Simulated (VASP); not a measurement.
# W (Fm-3m) in VASP: notebook

Runs on W. Level: PBE. Tasks: single point.

Program: VASP 6.6.1. These are calculated values, not measurements. Logs are shortened: lines on timing, memory, paths and dates and some standing lists are left out, and cuts for length are marked.

### Step 1. The cell of the first run

Symmetry: Fm-3m, No. 225, cubic system. Conventional cell: a = 3.603 Å, b = 3.603 Å, c = 3.603 Å, α = 90.00°, β = 90.00°, γ = 90.00°. W (site symmetry m-3m) has 12 W at 2.55 Å within 3.4 Å.

### Step 2. Single point, PBE (volume scaled by 0.71, to set the pressure)

Input file INCAR:

```
PREC     = Accurate       # precision mode
ENCUT    = 520            # plane-wave cutoff, eV
EDIFF    = 1E-6           # SCF threshold, eV
ISMEAR   = -1             # smearing method
SIGMA    = 0.1            # smearing width, eV
LREAL    = False          # projectors in reciprocal space
LASPH    = True           # aspherical terms in the spheres
NELM     = 100            # most SCF steps
ALGO     = Normal         # electronic algorithm
ISIF     = 2              # what is computed and relaxed
LWAVE    = False          # write WAVECAR
LCHARG   = False          # write CHGCAR
GGA      = PE             # functional
NBANDS   = 13             # bands
```

Input file KPOINTS:

```
Automatic mesh
0
Gamma
  18 18 18
```

Input file POSCAR:

```
W
1.0
    0.0000000000      1.8013075482      1.8013075482
    1.8013075482      0.0000000000      1.8013075482
    1.8013075482      1.8013075482      0.0000000000
W
1
Direct
    0.0000000000      0.0000000000      0.0000000000
```

Potentials or basis: VASP PAW PBE potentials, release 64 (W_sv).

Launch:

```console
$ cat potpaw_PBE.64/W_sv/POTCAR > POTCAR
$ mpirun -np 1 vasp_std > vasp.out
```

OUTCAR:

```text
PREC = Accurate
   ENCUT = 520
   EDIFF = 1E-6
   ISMEAR = -1
   LREAL = False
   LASPH = True
   NELM = 100
   ISIF = 2
   GGA = PE

 ion  position               nearest neighbor table
   1  0.000  0.000  0.000-

  LATTYP: Found a face centered cubic cell.
 ALAT       =     3.6026150964

  Lattice vectors:

 A1 = (   0.0000000000,   1.8013075482,   1.8013075482)
 A2 = (   1.8013075482,   0.0000000000,   1.8013075482)
 A3 = (   1.8013075482,   1.8013075482,   0.0000000000)

Analysis of symmetry for initial positions (statically):
=====================================================================
 Subroutine PRICEL returns:
 Original cell was already a primitive cell.

 Routine SETGRP: Setting up the symmetry group for a
 face centered cubic supercell.

 Subroutine GETGRP returns: Found 48 space group operations
 (whereof 48 operations were pure point group operations)
 out of a pool of 48 trial point group operations.

The static configuration has the point symmetry O_h .

Analysis of symmetry for dynamics (positions and initial velocities):
=====================================================================
 Subroutine PRICEL returns:
 Original cell was already a primitive cell.

 Routine SETGRP: Setting up the symmetry group for a
 face centered cubic supercell.

 Subroutine GETGRP returns: Found 48 space group operations
 (whereof 48 operations were pure point group operations)
 out of a pool of 48 trial point group operations.

The dynamic configuration has the point symmetry O_h .

 Subroutine INISYM returns: Found 48 space group operations
 (whereof 48 operations are pure point group operations),
 and found     1 'primitive' translations

----------------------------------------------------------------------------------------

                                     Primitive cell

  volume of cell :      11.6894

  direct lattice vectors                    reciprocal lattice vectors
     0.000000000  1.801307548  1.801307548    -0.277576142  0.277576142  0.277576142
     1.801307548  0.000000000  1.801307548     0.277576142 -0.277576142  0.277576142
     1.801307548  1.801307548  0.000000000     0.277576142  0.277576142 -0.277576142

  length of vectors
     2.547433565  2.547433565  2.547433565     0.480775981  0.480775981  0.480775981

  position of ions in fractional coordinates (direct lattice)
     0.000000000  0.000000000  0.000000000

  ion indices of the primitive-cell ions
   primitive index   ion index
                 1           1

----------------------------------------------------------------------------------------

 KPOINTS: Automatic mesh

Automatic generation of k-mesh.
 Grid dimensions read from file:
 generate k-points for:   18   18   18

 Generating k-lattice:

  Cartesian coordinates                     Fractional coordinates (reciprocal lattice)
    -0.015420897  0.015420897  0.015420897     0.055555556  0.000000000  0.000000000
     0.015420897 -0.015420897  0.015420897     0.000000000  0.055555556  0.000000000
     0.015420897  0.015420897 -0.015420897     0.000000000  0.000000000  0.055555556

  Length of vectors
     0.026709777  0.026709777  0.026709777

  Shift w.r.t. Gamma in fractional coordinates (k-lattice)
     0.000000000  0.000000000  0.000000000

 Subroutine IBZKPT returns following result:
 ===========================================

 Found    195 irreducible k-points:

 Following reciprocal coordinates:
            Coordinates               Weight
  0.000000  0.000000  0.000000      1.000000
  0.055556  0.000000  0.000000      8.000000
  0.111111  0.000000  0.000000      8.000000
  0.166667  0.000000  0.000000      8.000000
  0.222222  0.000000  0.000000      8.000000
  0.277778  0.000000  0.000000      8.000000
[... 16 lines left out ...]
 -0.277778  0.055556  0.000000     24.000000
 -0.222222  0.055556  0.000000     24.000000
 [... further k-points ...]
   k-points           NKPTS =    195   k-points in BZ     NKDIM =    195   number of bands    NBANDS=     13
   number of dos      NEDOS =    301   number of ions     NIONS =      1
   total plane-waves  NPLWV =   8000
   dimension x,y,z NGX =    20 NGY =   20 NGZ =   20
   dimension x,y,z NGXF=    40 NGYF=   40 NGZF=   40
   ions per type =               1
   NGX,Y,Z   is equivalent  to a cutoff of  13.05, 13.05, 13.05 a.u.
   NGXF,Y,Z  is equivalent  to a cutoff of  26.10, 26.10, 26.10 a.u.
 SYSTEM =  unknown system
   PREC   = accura    normal or accurate (medium, high low for compatibility)
   ISTART =      0    job   : 0-new  1-cont  2-samecut
   ICHARG =      2    charge: 1-file 2-atom 10-const
   ISPIN  =      1    spin polarized calculation?
   LNONCOLLINEAR =      F non collinear calculations
   LSORBIT =      F    spin-orbit coupling
   LASPH  =      T    aspherical Exc in radial PAW
   ENCUT  =  520.0 eV  38.22 Ry    6.18 a.u.   4.74  4.74  4.74*2*pi/ulx,y,z
   NELM   =    100;   NELMIN=  2; NELMDL= -5     # of ELM steps
   EDIFF  = 0.1E-05   stopping-criterion for ELM
   LREAL  =      F    real-space projection
[... 7 lines left out ...]
   TEBEG  =    0.0;   TEEND  =   0.0 temperature during run
   PSTRESS=    0.0 pullay stress
   NELECT =      14.0000    total number of electrons
   NUPDOWN=      -1.0000    fix difference up-down
   EMIN   =  10.00;   EMAX   =-10.00  energy-range for DOS
   EFERMI =   0.00;   METHOD = LEGACY
   ISMEAR =    -1;   SIGMA  =   0.10  broadening in eV -4-tet -1-fermi 0-gaus
   EFERMI_NEDOS =   21; number of points for ismear=-14 and -15
   IALGO  =     38    algorithm
   IMIX   =      4    mixing-type and parameters
     AMIX     =   0.40;   BMIX     =  1.00
     AMIX_MAG =   1.60;   BMIX_MAG =  1.00
  volume/ion in A,a.u.               =      11.69        78.88
  Fermi-wavevector in a.u.,A,eV,Ry     =   1.738546  3.285376 41.124206  3.022544
  Thomas-Fermi vector in A             =   2.811558
   LORBIT       =      0    0 simple, 1 ext, 2 COOP (PROOUT), +10 PAW based schemes
   GGA     = PE    functional components
   LHFCALC =     F    Hartree Fock is set to
   AEXX    =    0.0000 exact exchange contribution
   IVDW    =     0    specifies the selected vdW correction
   LEPSILON=     F    determine dielectric tensor
   LRPA    =     F    only Hartree local field effects (RPA)
 non-spin polarized calculation
  energy-cutoff  :      520.00
  volume of cell :       11.69
 maximum number of plane-waves:       332
   NGX =  9   NGY =  9   NGZ =  9

 number of electron      13.9999999 magnetization

 Free energy of the ion-electron system (eV)
  ---------------------------------------------------
  ext. energy  EPLUGINS =         0.00000000
  ---------------------------------------------------
  free energy    TOTEN  =       -10.32296141 eV

  energy without entropy =      -10.29763043  energy(sigma->0) =      -10.31029592

 E-fermi :  15.8603     XC(G=0): -15.4353

 val. band max:       15.8461308523   @ k =  -0.3889   0.3333   0.0000
 cond. band min:      15.8680105156   @ k =  -0.1667   0.1111   0.0000
 fundamental gap:      0.0218796633
 Fermi energy:        15.8603454048

 k-point     1 :       0.0000    0.0000    0.0000
  band No.  band energies     occupation
      1     -57.5277      2.00000
      2     -20.2859      2.00000
      3     -20.2859      2.00000
      4     -20.2859      2.00000
      5       5.2998      2.00000
      6      14.5952      1.99999
      7      14.5952      1.99999
      8      14.5952      1.99999
      9      19.5806      0.00000
     10      19.5806      0.00000
     11      28.8115      0.00000
     12      35.9064      0.00000
     13      35.9064      0.00000

 k-point     2 :       0.0556    0.0000    0.0000
  band No.  band energies     occupation
      1     -57.5143      2.00000
      2     -20.4034      2.00000
      3     -20.2992      2.00000
      4     -20.2992      2.00000
      5       5.5148      2.00000
      6      14.4261      2.00000
      7      14.6939      1.99998
      8      14.6939      1.99998
      9      19.4605      0.00000
     10      19.4605      0.00000
     11      29.2355      0.00000
     12      35.1427      0.00000
     13      36.3036      0.00000

 k-point     3 :       0.1111    0.0000    0.0000
  band No.  band energies     occupation
      1     -57.4755      2.00000
      2     -20.7340      2.00000
      3     -20.3373      2.00000
      4     -20.3373      2.00000
      5       6.1155      2.00000
      6      14.0191      2.00000
      7      14.9507      1.99978
      8      14.9507      1.99978
      9      19.1876      0.00000
     10      19.1876      0.00000
     11      30.3362      0.00000
     12      33.8014      0.00000
     13      37.4396      0.00000
[... 305 lines left out ...]
 k-point    23 :      -0.2778    0.0556    0.0000
  band No.  band energies     occupation
      1     -57.2280      2.00000
      2     -22.5338      2.00000
      3     -20.6854      2.00000
      4     -20.5261      2.00000
      5       8.5414      2.00000
      6      14.1811      2.00000
      7      14.8844      1.99988
      8      15.0960      1.99904
      9      19.5058      0.00000
     10      21.3594      0.00000
     11      29.4277      0.00000
     12      37.8010      0.00000
     13      42.1079      0.00000

 k-point    24 :      -0.2222    0.0556    0.0000
  band No.  band energies     occupation
      1     -57.3062      2.00000
      2     -21.9897      2.00000
      3     -20.6098      2.00000
      4     -20.4507      2.00000
      5       8.1856      2.00000
      6      13.4276      2.00000
      7      15.2224      1.99662
      8      15.3911      1.98184
      9      18.6002      0.00000
     10      20.3455      0.00000
     11      30.3050      0.00000
     12      36.0651      0.00000
     13      41.0926      0.00000

 [... further k-points ...]

------------------------ aborting loop because EDIFF is reached ----------------------------------------

  FORCE on cell =-STRESS in cart. coord.  units (eV):
  Direction    XX          YY          ZZ          XY          YZ          ZX
  --------------------------------------------------------------------------------------
  -------------------------------------------------------------------------------------
  Total       13.9790598     13.9790598     13.9790598      0.0000000     -0.0000000     -0.0000000
  in kB     1915.9975266   1915.9975266   1915.9975266      0.0000000     -0.0000000     -0.0000000
  external PRESSURE =    1915.9975266 kB  Pullay stress =       0.0000000 kB

 VOLUME and BASIS-vectors are now :
 -----------------------------------------------------------------------------
  energy-cutoff  :      520.00
  volume of cell :       11.69
      direct lattice vectors                 reciprocal lattice vectors
     0.000000000  1.801307548  1.801307548    -0.277576142  0.277576142  0.277576142
     1.801307548  0.000000000  1.801307548     0.277576142 -0.277576142  0.277576142
     1.801307548  1.801307548  0.000000000     0.277576142  0.277576142 -0.277576142

 POSITION                                       TOTAL-FORCE (eV/Angst)
 -----------------------------------------------------------------------------------
      0.00000      0.00000      0.00000        -0.000000     -0.000000     -0.000000
 -----------------------------------------------------------------------------------
    total drift:                               -0.000000     -0.000000     -0.000000

  FREE ENERGIE OF THE ION-ELECTRON SYSTEM (eV)
  ---------------------------------------------------
  free  energy   TOTEN  =       -10.3229614070 eV

  energy  without entropy=      -10.2976304271  energy(sigma->0) =      -10.31029592
```

Run time: 12 s. Hardware: 1 thread of AMD EPYC 9R45 (Zen 5), shared host; peak memory 0.12 GiB.

Results:

| Property | Result |
| --- | --- |
| Free energy | -10.3230 eV |
| Pressure | 191.6 GPa |
| Band gap on the k mesh | zero (band 7 reaches 21.85 eV, above the bottom of band 8 at 14.60 eV) |

Levels at points of the mesh, in eV from the Fermi level:
```csv
k point,band 3,band 4,band 5,band 6,band 7,band 8,band 9,band 10,band 11,band 12
"(0.00, 0.00, 0.00)",-36.15,-36.15,-10.56,-1.27,-1.27,-1.27,3.72,3.72,12.95,20.05
"(0.50, 0.00, 0.00)",-36.57,-36.57,-7.76,-1.70,-1.70,2.41,7.76,7.76,12.84,16.47
"(0.50, 0.50, 0.00)",-37.33,-37.33,-8.46,-7.25,5.99,7.77,9.02,9.02,15.20,15.20
```

Caveat: the cell differs from its parent crystal (volume scaled by 0.71, to set the pressure); spin-orbit coupling is left out, which moves the levels of the heavy elements.

[end of part 1 of 3]
